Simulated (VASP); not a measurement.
# Si in VASP: a series of runs

The runs below take Si through single point, with LDA.

Everything below comes from runs of VASP 6.6.1. Logs are shortened: lines on timing, memory, paths and dates and some standing lists are left out, and cuts for length are marked.

## 1. The cell of the first run

The typed cell holds 6 atoms: a = 3.840 Å, b = 3.840 Å, c = 10.400 Å, α = 68.33°, β = 68.33°, γ = 60.00°.

## 2. Single point, LDA

INCAR reads:

```
SYSTEM = Si
PREC     = Accurate       ! precision mode
ENCUT    = 520            ! plane-wave cutoff, eV
EDIFF    = 1E-6           ! SCF threshold, eV
ISMEAR   = 0              ! smearing method
SIGMA    = 0.05           ! smearing width, eV
LREAL    = .FALSE.        ! projectors in reciprocal space
LASPH    = .TRUE.         ! aspherical terms in the spheres
NELM     = 100            ! most SCF steps
ALGO     = Normal         ! electronic algorithm
ISIF     = 2              ! what is computed and relaxed
LWAVE    = .FALSE.        ! write WAVECAR
LCHARG   = .FALSE.        ! write CHGCAR
GGA      = CA             ! functional
NBANDS   = 21             ! bands
```

KPOINTS reads:

```
Automatic mesh
0
G
  8 8 3
  0 0 0
```

POSCAR reads:

```
Si
1.0
    2.7154700000     -2.7154700000      0.0000000000
    2.7154700000      0.0000000000     -2.7154700000
    9.0517476980      3.6205361510      3.6205361510
Si
6
Direct
    0.3055597233      0.3055597233      0.5416333333
    0.8611263900     -0.1388736100      0.2083000000
   -0.2500069433     -0.2500069433      0.8749666667
    0.1388847233      0.1388847233      0.7916333333
    0.6944513900      0.6944513900      0.4583000000
    0.2500180567      0.2500180567      0.1249666667
```

Potentials or basis: VASP PAW LDA potentials, release 64 (Si).

Run with:

```sh
$ cat potpaw_LDA.64/Si/POTCAR > POTCAR
$ mpirun -np 1 vasp_std > vasp.out
```

OUTCAR:

```text
SYSTEM = Si
   PREC = Accurate
   ENCUT = 520
   EDIFF = 1E-6
   ISMEAR = 0
   LREAL = .FALSE.
   LASPH = .TRUE.
   NELM = 100
   ISIF = 2
   GGA = CA

 ion  position               nearest neighbor table
   1  0.306  0.306  0.542-   5 2.35   5 2.35   4 2.35   5 2.35
   2  0.861  0.861  0.208-   6 2.35   6 2.35   5 2.35   6 2.35
   3  0.750  0.750  0.875-   4 2.35   4 2.35   4 2.35
   4  0.139  0.139  0.792-   3 2.35   1 2.35   3 2.35   3 2.35
   5  0.694  0.694  0.458-   1 2.35   1 2.35   2 2.35   1 2.35
   6  0.250  0.250  0.125-   2 2.35   2 2.35   2 2.35

  LATTYP: Found a base centered monoclinic cell.
 ALAT       =     6.6515159118
 B/A-ratio  =     0.5773502692
 C/A-ratio  =     1.4529586677
 COS(beta)  =    -0.2293939996

  Lattice vectors:

 A1 = (   2.7154700000,  -2.7154700000,   0.0000000000)
 A2 = (   2.7154700000,   0.0000000000,  -2.7154700000)
 A3 = (   3.6208076980,   6.3360061510,   6.3360061510)

Analysis of symmetry for initial positions (statically):
=====================================================================
 Subroutine PRICEL returns:
 Original cell was already a primitive cell.

 Routine SETGRP: Setting up the symmetry group for a
 base centered monoclinic supercell.

 Subroutine GETGRP returns: Found  4 space group operations
 (whereof  2 operations were pure point group operations)
 out of a pool of  4 trial point group operations.

The static configuration has the point symmetry C_1h.
 The point group associated with its full space group is C_2h.

Analysis of symmetry for dynamics (positions and initial velocities):
=====================================================================
 Subroutine PRICEL returns:
 Original cell was already a primitive cell.

 Routine SETGRP: Setting up the symmetry group for a
 base centered monoclinic supercell.

 Subroutine GETGRP returns: Found  4 space group operations
 (whereof  2 operations were pure point group operations)
 out of a pool of  4 trial point group operations.

The dynamic configuration has the point symmetry C_1h.
 The point group associated with its full space group is C_2h.

 Subroutine INISYM returns: Found  4 space group operations
 (whereof  2 operations are pure point group operations),
 and found     1 'primitive' translations

----------------------------------------------------------------------------------------

                                     Primitive cell

  volume of cell :     120.1396

  direct lattice vectors                    reciprocal lattice vectors
     2.715470000 -2.715470000  0.000000000     0.081833593 -0.286426782  0.081833593
     2.715470000  0.000000000 -2.715470000     0.081833593  0.081833593 -0.286426782
     9.051747698  3.620536151  3.620536151     0.061376729  0.061376729  0.061376729

  length of vectors
     3.840254502  3.840254502 10.399552896     0.308923575  0.308923575  0.106307613

  position of ions in fractional coordinates (direct lattice)
     0.305559723  0.305559723  0.541633333
     0.861126390  0.861126390  0.208300000
     0.749993057  0.749993057  0.874966667
     0.138884723  0.138884723  0.791633333
     0.694451390  0.694451390  0.458300000
     0.250018057  0.250018057  0.124966667

  ion indices of the primitive-cell ions
   primitive index   ion index
                 1           1
                 2           2
                 3           3
                 4           4
                 5           5
                 6           6

----------------------------------------------------------------------------------------

 KPOINTS: Automatic mesh

Automatic generation of k-mesh.
 Grid dimensions read from file:
 generate k-points for:    8    8    3

 Generating k-lattice:

  Cartesian coordinates                     Fractional coordinates (reciprocal lattice)
     0.010229199 -0.035803348  0.010229199     0.125000000  0.000000000 -0.000000000
     0.010229199  0.010229199 -0.035803348     0.000000000  0.125000000 -0.000000000
     0.020458910  0.020458910  0.020458910     0.000000000  0.000000000  0.333333333

  Length of vectors
     0.038615447  0.038615447  0.035435871

  Shift w.r.t. Gamma in fractional coordinates (k-lattice)
     0.000000000  0.000000000  0.000000000

 -----------------------------------------------------------------------------
|                                                                             |
|           W    W    AA    RRRRR   N    N  II  N    N   GGGG   !!!           |
|           W    W   A  A   R    R  NN   N  II  NN   N  G    G  !!!           |
|           W    W  A    A  R    R  N N  N  II  N N  N  G       !!!           |
|           W WW W  AAAAAA  RRRRR   N  N N  II  N  N N  G  GGG   !            |
|           WW  WW  A    A  R   R   N   NN  II  N   NN  G    G                |
|           W    W  A    A  R    R  N    N  II  N    N   GGGG   !!!           |
|                                                                             |
|     Your reciprocal lattice and k-lattice belong to different lattice       |
|     classes:                                                                |
|                                                                             |
|        The reciprocal lattice is rhombohedral (trigonal),                   |
|        whereas your k-lattice is base-centered monoclinic.                  |
|                                                                             |
|     Results are often still useful ...                                      |
|                                                                             |
 -----------------------------------------------------------------------------

 WARNING: IBZKPT: internal override: KBLOWUP is changed to .FALSE.
      ... skipping the blow-up phase ...

 Subroutine IBZKPT returns following result:
 ===========================================

 Found     57 irreducible k-points:

 Following reciprocal coordinates:
            Coordinates               Weight
  0.000000  0.000000  0.000000      1.000000
  0.125000  0.000000  0.000000      4.000000
  0.250000  0.000000  0.000000      4.000000
  0.375000  0.000000  0.000000      4.000000
  0.500000  0.000000  0.000000      2.000000
  0.125000  0.125000  0.000000      2.000000
[... 16 lines left out ...]
  0.125000  0.000000  0.333333      4.000000
  0.250000  0.000000  0.333333      4.000000
 [... further k-points ...]
   k-points           NKPTS =     57   k-points in BZ     NKDIM =     57   number of bands    NBANDS=     21
   number of dos      NEDOS =    301   number of ions     NIONS =      6
   total plane-waves  NPLWV =  72000
   dimension x,y,z NGX =    30 NGY =   30 NGZ =   80
   dimension x,y,z NGXF=    60 NGYF=   60 NGZF=  160
   ions per type =               6
   NGX,Y,Z   is equivalent  to a cutoff of  12.99, 12.99, 12.79 a.u.
   NGXF,Y,Z  is equivalent  to a cutoff of  25.97, 25.97, 25.58 a.u.
 SYSTEM =  Si
   PREC   = accura    normal or accurate (medium, high low for compatibility)
   ISTART =      0    job   : 0-new  1-cont  2-samecut
   ICHARG =      2    charge: 1-file 2-atom 10-const
   ISPIN  =      1    spin polarized calculation?
   LNONCOLLINEAR =      F non collinear calculations
   LSORBIT =      F    spin-orbit coupling
   LASPH  =      T    aspherical Exc in radial PAW
   ENCUT  =  520.0 eV  38.22 Ry    6.18 a.u.   7.14  7.14 19.34*2*pi/ulx,y,z
   NELM   =    100;   NELMIN=  2; NELMDL= -5     # of ELM steps
   EDIFF  = 0.1E-05   stopping-criterion for ELM
   LREAL  =      F    real-space projection
   EDIFFG = 0.1E-04   stopping-criterion for IOM
   NSW    =      0    number of steps for IOM
   IBRION =     -1    ionic relax: 0-MD 1-quasi-New 2-CG
   NFREE  =      0    steps in history (QN), initial steepest desc. (CG)
   ISIF   =      2    stress and relaxation
   ISYM   =      2    0-nonsym 1-usesym 2-fastsym
   POTIM  = 0.5000    time-step for ionic-motion
   TEBEG  =    0.0;   TEEND  =   0.0 temperature during run
   PSTRESS=    0.0 pullay stress
   NELECT =      24.0000    total number of electrons
   NUPDOWN=      -1.0000    fix difference up-down
   EMIN   =  10.00;   EMAX   =-10.00  energy-range for DOS
   EFERMI =   0.00;   METHOD = LEGACY
   ISMEAR =     0;   SIGMA  =   0.05  broadening in eV -4-tet -1-fermi 0-gaus
   EFERMI_NEDOS =   21; number of points for ismear=-14 and -15
   IALGO  =     38    algorithm
   IMIX   =      4    mixing-type and parameters
     AMIX     =   0.40;   BMIX     =  1.00
     AMIX_MAG =   1.60;   BMIX_MAG =  1.00
  volume/ion in A,a.u.               =      20.02       135.12
  Fermi-wavevector in a.u.,A,eV,Ry     =   0.957010  1.808487 12.461143  0.915868
  Thomas-Fermi vector in A             =   2.085990
   LORBIT       =      0    0 simple, 1 ext, 2 COOP (PROOUT), +10 PAW based schemes
   GGA     = CA    functional components
   LHFCALC =     F    Hartree Fock is set to
   AEXX    =    0.0000 exact exchange contribution
   IVDW    =     0    specifies the selected vdW correction
   LEPSILON=     F    determine dielectric tensor
   LRPA    =     F    only Hartree local field effects (RPA)
 non-spin polarized calculation
 Gauss-broadening in eV      SIGMA  =   0.05
  energy-cutoff  :      520.00
  volume of cell :      120.14
 maximum number of plane-waves:      3255
 NGX is ok and might be reduce to    30
   NGX = 15   NGY = 15   NGZ = 39

 number of electron      24.0000000 magnetization

 Free energy of the ion-electron system (eV)
  ---------------------------------------------------
  ext. energy  EPLUGINS =         0.00000000
  ---------------------------------------------------
  free energy    TOTEN  =       -34.43929040 eV

  energy without entropy =      -34.43843114  energy(sigma->0) =      -34.43886077

 E-fermi :   5.5337     XC(G=0):  -9.6763

 val. band max:        5.5312830148   @ k =   0.0000   0.0000   0.0000
 cond. band min:       5.6280784932   @ k =  -0.3750   0.2500   0.0000
 fundamental gap:      0.0967954784
 Fermi energy:         5.5336982482

 k-point     1 :       0.0000    0.0000    0.0000
  band No.  band energies     occupation
      1      -6.1437      2.00000
      2      -4.8535      2.00000
      3      -4.7284      2.00000
      4       0.3295      2.00000
      5       0.9097      2.00000
      6       4.7180      2.00000
[... 550 lines left out ...]
      5       0.9261      2.00000
      6       1.7583      2.00000
[... 13 lines left out ...]
     20      10.8971      0.00000
     21      11.3617      0.00000

 [... further k-points ...]

------------------------ aborting loop because EDIFF is reached ----------------------------------------

  FORCE on cell =-STRESS in cart. coord.  units (eV):
  Direction    XX          YY          ZZ          XY          YZ          ZX
  --------------------------------------------------------------------------------------
  -------------------------------------------------------------------------------------
  Total       -2.4731310     -2.5989841     -2.5989841      0.6453778      0.5154585      0.6453778
  in kB      -32.9815773    -34.6599494    -34.6599494      8.6067325      6.8741348      8.6067324
  external PRESSURE =     -34.1004920 kB  Pullay stress =       0.0000000 kB

 VOLUME and BASIS-vectors are now :
 -----------------------------------------------------------------------------
  energy-cutoff  :      520.00
  volume of cell :      120.14
      direct lattice vectors                 reciprocal lattice vectors
     2.715470000 -2.715470000  0.000000000     0.081833593 -0.286426782  0.081833593
     2.715470000  0.000000000 -2.715470000     0.081833593  0.081833593 -0.286426782
     9.051747698  3.620536151  3.620536151     0.061376729  0.061376729  0.061376729

 POSITION                                       TOTAL-FORCE (eV/Angst)
 -----------------------------------------------------------------------------------
      6.56220      1.13126      1.13126        -0.075345     -0.076642     -0.076642
      6.56220     -1.58421     -1.58421        -0.057666     -0.055527     -0.055527
     11.99314      1.13126      1.13126         0.136394      0.160369      0.160369
      7.91994      2.48900      2.48900         0.057666      0.055527      0.055527
      7.91994     -0.22647     -0.22647         0.075345      0.076642      0.076642
      2.48900     -0.22647     -0.22647        -0.136394     -0.160369     -0.160369
 -----------------------------------------------------------------------------------
    total drift:                                0.000000      0.000000      0.000000

  FREE ENERGIE OF THE ION-ELECTRON SYSTEM (eV)
  ---------------------------------------------------
  free  energy   TOTEN  =       -34.4392904028 eV

  energy  without entropy=      -34.4384311416  energy(sigma->0) =      -34.43886077
```

It took 99 s on 1 thread of AMD EPYC 7R43 (Zen 3), shared host; peak memory 0.22 GiB.

Results:

- Free energy: -34.4393 eV
- Pressure: -3.4 GPa
- Largest force: 0.265 eV/Å
- Band gap on the k mesh: zero (bands 12 and 13 overlap by 1.15 eV)

Forces on the atoms (eV/Å):
```
Si  -0.075 -0.077 -0.077
Si  -0.058 -0.056 -0.056
Si   0.136  0.160  0.160
Si   0.058  0.056  0.056
Si   0.075  0.077  0.077
Si  -0.136 -0.160 -0.160
```

Stress tensor (GPa, compression positive):
```
-3.30  0.86  0.86
 0.86 -3.47  0.69
 0.86  0.69 -3.47
```

Caveat: the cell stands under tension.

## 3. Single point, LDA

INCAR reads:

```
PREC = Accurate ; ENCUT = 520
EDIFF = 1E-6 ; ISMEAR = 0
SIGMA = 0.05 ; LREAL = F
LASPH = T ; NELM = 100
ALGO = Normal ; ISIF = 2
LWAVE = F ; LCHARG = F
NBANDS = 21 ; ISYM = 0
```

KPOINTS reads:

```
Automatic mesh
0
Gamma
  8 8 3
```

POSCAR is that of step 2.

Potentials or basis: VASP PAW LDA potentials, release 64 (Si).

Run with:

```sh
$ cat potpaw_LDA.64/Si/POTCAR > POTCAR
$ mpirun -np 1 vasp_std > vasp.out
```

Wall time 2.6 min (1 thread of AMD EPYC 7R43 (Zen 3), shared host); peak memory 0.27 GiB.

Results (log left out):

* Free energy: -34.4393 eV
* Pressure: -3.4 GPa
* Largest force: 0.265 eV/Å
* Band gap on the k mesh: zero (bands 12 and 13 overlap by 1.15 eV)

Forces in eV/Å, atoms in the order of the input:
```
Si  -0.075 -0.077 -0.077
Si  -0.058 -0.056 -0.056
Si   0.136  0.160  0.160
Si   0.058  0.056  0.056
Si   0.075  0.077  0.077
Si  -0.136 -0.160 -0.160
```

Stress tensor (GPa, compression positive):
```
-3.30  0.86  0.86
 0.86 -3.47  0.69
 0.86  0.69 -3.47
```

Levels at points of the mesh, in eV from the Fermi level:
```csv
k point,band 9,band 10,band 11,band 12,band 13,band 14,band 15,band 16
"(0.00, 0.00, 0.00)",-0.53,0.00,0.00,0.69,1.87,2.16,2.31,3.03
"(0.50, 0.00, 0.00)",-2.29,-1.58,-1.54,-1.01,-0.47,1.02,2.11,2.65
"(0.00, 0.50, 0.00)",-2.29,-1.58,-1.54,-1.01,-0.47,1.02,2.11,2.65
"(0.50, 0.50, 0.00)",-2.29,-1.58,-1.54,-1.01,-0.47,1.02,2.11,2.65
```

Caveat: the cell stands under tension.
